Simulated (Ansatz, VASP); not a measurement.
ZnS: VASP beside Ansatz

```xyz
2
Lattice="0.0000 2.6080 2.6080 2.6080 0.0000 2.6080 2.6080 2.6080 0.0000" Properties=species:S:1:pos:R:3 pbc="T T T"
Zn    1.3040    1.3040    1.3040
S     0.0000    0.0000    0.0000
```

Alike in both runs: task single point; functional PBE; k mesh 10 × 10 × 10; occupations gaussian, width 0.02 eV; no spin polarisation.

|  | VASP | Ansatz |
| --- | --- | --- |
| version | VASP 6.6.1 | Ansatz 0.2.0 |
| potentials or method | VASP PAW PBE potentials, release 64 (Zn, S), cutoff 520 eV | scalar-relativistic, plane waves, PAW |
| valence electrons in the cell | 18 | 18 |

Ansatz gave:

| Property | Result |
| --- | --- |
| gap on the k mesh at the Fermi level (eV) | 2.58 |
| least direct gap on the mesh (eV) | 2.58 |
| pressure (GPa) | 11.8 |

Task: Estimate VASP's values.

Result: gap on the k mesh at the Fermi level (eV): 2.59; least direct gap on the mesh (eV): 2.59; pressure (GPa): 12.1.

With one functional, cell and mesh, what is left measures potentials, basis and numerics.
